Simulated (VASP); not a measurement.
**WC: single point with PBE**

Crystal: WC.

```
W C
1.0
    -2.97510   -5.15303    0.00000
     4.46265   -2.57652    0.00000
     0.00000    0.00000    5.83005
W C
8 8
Cartesian
  0.2710 -5.0964 0.1537
  0.2566 -5.1599 2.9853
  -1.2448 -2.5790 0.0453
  -1.2140 -2.5314 2.9760
  1.6573 -2.6506 -0.0304
  1.7173 -2.5812 2.9995
  0.2047 0.0081 -0.0013
  0.2025 0.0257 2.8947
  1.6266 -4.2953 1.4975
  1.7594 -4.3095 4.4323
  0.1899 -1.8507 1.5386
  0.2969 -1.7117 4.3646
  3.1797 -1.7311 1.5495
  3.1682 -1.6505 4.3834
  -1.3608 -4.3703 1.6044
  -1.3184 -4.2905 4.3289
```

| Item | Value |
| --- | --- |
| Program | VASP 6.6.1 |
| Task | single point |
| Functional | PBE |
| Potentials or basis | VASP PAW PBE potentials, release 64 (W_sv, C) |
| Cutoff | 520 eV |
| k mesh | 2 × 2 × 2 |
| Occupations | fermi-dirac, width 0.17 eV |
| Spin | no spin polarisation |
| Dipole correction | no |
| Further INCAR settings | LREAL = Auto; ALGO = Normal; EDIFF = 1e-07; NBANDS = 86 |

```
Pressure               : -15.5 GPa
Largest force          : 3.736 eV/Å
Band gap on the k mesh : zero (band 72 reaches 10.65 eV, above the bottom of band 73 at 10.30 eV)
```

Forces on the atoms (eV/Å):
```
W   -1.943 -1.811 -2.628
W   -1.146  0.397  0.185
W   -0.475 -0.517  0.128
W   -1.359 -1.376 -0.230
W    1.315  1.826  2.201
W    0.086 -0.159 -1.675
W    0.277 -0.084  0.533
W    0.047 -1.088  1.908
C    1.577  0.128  0.601
C   -0.518  0.044 -0.161
C    0.542  1.495 -0.932
C   -1.130  0.354  0.761
C   -0.177  0.061 -0.862
C    0.657 -0.648  0.851
C    1.446  1.100 -1.902
C    0.800  0.276  1.222
```

Stress tensor (GPa, compression positive):
```
-11.81   0.53  -0.09
  0.53 -14.40  -0.74
 -0.09  -0.74 -20.38
```

Levels at points of the mesh, in eV from the Fermi level:
```
           k point  band 69  band 70  band 71  band 72  band 73  band 74  band 75  band 76
(0.00, 0.00, 0.00)    -0.84    -0.70    -0.60    -0.28    -0.17     0.65     0.73     1.61
(0.50, 0.00, 0.00)    -1.09    -0.95    -0.21     0.18     0.25     0.31     0.45     0.76
(0.00, 0.50, 0.00)    -0.82    -0.74    -0.38    -0.18     0.79     0.95     1.57     1.66
(0.50, 0.50, 0.00)    -1.80    -1.59    -1.55    -1.36     1.23     1.32     1.46     1.56
(0.00, 0.00, 0.50)    -1.32    -1.24    -0.16    -0.01     0.20     0.40     0.53     0.66
(0.50, 0.00, 0.50)    -1.33    -1.21    -1.07    -1.06     0.12     0.27     0.30     0.50
(0.00, 0.50, 0.50)    -1.57    -1.33    -1.26    -1.16     0.64     0.70     0.76     0.79
(0.50, 0.50, 0.50)    -1.75    -1.60    -1.50    -1.39     0.99     1.07     1.32     1.41
```

Run time: 3 min on 1 thread of AMD EPYC 9R45 96-Core Processor (Zen 5) (shared host), peak memory 0.3 GiB.

Caveat: the k points lie up to 0.61 Å⁻¹ apart; spin-orbit coupling is left out, which moves the levels of the heavy elements; forces of over 1 eV/Å act on the atoms, so gaps and moduli don't describe the material at rest.
